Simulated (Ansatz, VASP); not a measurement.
Zn4HO4: VASP beside Ansatz

```xyz
9
Lattice="5.5148 0.0000 0.0000 0.0000 5.5148 0.0000 0.0000 0.0000 3.2430" Properties=species:S:1:pos:R:3 pbc="T T T"
Zn    1.0041    1.0041    1.6215
Zn    4.5108    4.5108    1.6215
Zn    3.7615    1.7533    0.0000
Zn    1.7533    3.7615    0.0000
O     4.5111    1.0037    1.6215
O     1.0037    4.5111    1.6215
O     3.7611    3.7611    0.0000
O     1.7537    1.7537    0.0000
H     5.5150    0.4522    1.6215
```

Alike in both runs: task single point; functional PBEsol; k mesh 4 × 4 × 8; occupations gaussian, width 0.05 eV; no spin polarisation.

|  | VASP | Ansatz |
| --- | --- | --- |
| version | VASP 6.6.1 | Ansatz 0.2.0 |
| potentials or method | VASP PAW PBE potentials, release 64 (Zn, O, H), cutoff 520 eV | scalar-relativistic, plane waves, PAW |
| valence electrons in the cell | 73 | 73 |

```tsv
	VASP	Ansatz	Ansatz less VASP
gap on the k mesh at the Fermi level (eV)	none	none	-
pressure (GPa)	19.2	18.0	-1.26
traceless stress, the component that is largest in VASP (GPa)	12.79	12.42	-0.370
rms of the force components (eV/Å)	3.848	3.769	-0.0793
```

VASP's potentials were made for PBE, not for PBEsol, and Ansatz warns of the same on its side. Atom by atom the forces differ by 0.091 eV/Å (rms over components). A gap of «none» marks a metal or a gap that the smearing closes.
